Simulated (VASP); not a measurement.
Crystal: Br.

```
CELL_PARAMETERS angstrom
0.00000 3.23165 3.23165
3.23165 0.00000 3.23165
3.23165 3.23165 0.00000
ATOMIC_POSITIONS crystal
Br 0.87500 0.87500 0.87500
Br 0.12500 0.12500 0.12500
```

```yaml
Program: VASP 6.6.1
Task: relaxation of cell and atoms
Functional: PBE
Potentials_or_basis: VASP PAW PBE potentials, release 64 (Br)
Cutoff: 600 eV
k_mesh: 11 × 11 × 11
Occupations: fermi-dirac, width 0.08 eV
Spin: no spin polarisation
```

At the start: pressure 6.7 GPa; volume 33.75 Å³/atom.

Problem. How do energy, volume and symmetry change on relaxing?

Solution. Over 20 steps the energy falls by 157.3 meV/atom and the volume is 43.24 Å³/atom (+28.1 %); space group Fd-3m (No. 227, to 0.1 Å) before and after.

The path:
| step | energy change (eV) | largest force (eV/Å) | pressure (GPa) | volume (Å³) |
| --- | --- | --- | --- | --- |
| 1 | 0.0000 | 0.0000 | 6.74 | 67.50 |
| 2 | -0.3045 | 0.0000 | 0.82 | 82.35 |
| 3 | -0.3133 | 0.0000 | -0.26 | 88.13 |
| 4 | -0.3146 | 0.0000 | -0.02 | 86.66 |
| 5 | -0.3146 | 0.0000 | 0.05 | 86.24 |
| 6 | -0.3146 | 0.0000 | 0.05 | 86.24 |
| 7 | -0.3146 | 0.0000 | 0.05 | 86.25 |
| 8 | -0.3146 | 0.0000 | 0.05 | 86.25 |
| 9 | -0.3146 | 0.0000 | 0.04 | 86.25 |
| 10 | -0.3146 | 0.0000 | 0.04 | 86.25 |
| 11 | -0.3146 | 0.0000 | 0.05 | 86.25 |
| 12 | -0.3146 | 0.0000 | 0.05 | 86.25 |
| 13 | -0.3146 | 0.0000 | 0.05 | 86.25 |
| 14 | -0.3146 | 0.0000 | 0.05 | 86.25 |
| 15 | -0.3146 | 0.0000 | 0.05 | 86.26 |
| 16 | -0.3146 | 0.0000 | 0.05 | 86.26 |
| 17 | -0.3146 | 0.0000 | 0.04 | 86.28 |
| 18 | -0.3146 | 0.0000 | 0.04 | 86.31 |
| 19 | -0.3146 | 0.0000 | 0.03 | 86.36 |
| 20 | -0.3146 | 0.0000 | 0.01 | 86.48 |

Final structure:
```xyz
2
Lattice="0.0000 3.5099 3.5099 3.5099 0.0000 3.5099 3.5099 3.5099 0.0000" Properties=species:S:1:pos:R:3 pbc="T T T"
Br    6.1423    6.1423    6.1423
Br    0.8775    0.8775    0.8775
```

Caveat: the volume moved by over 15 % at a fixed basis, so the end points are rough.
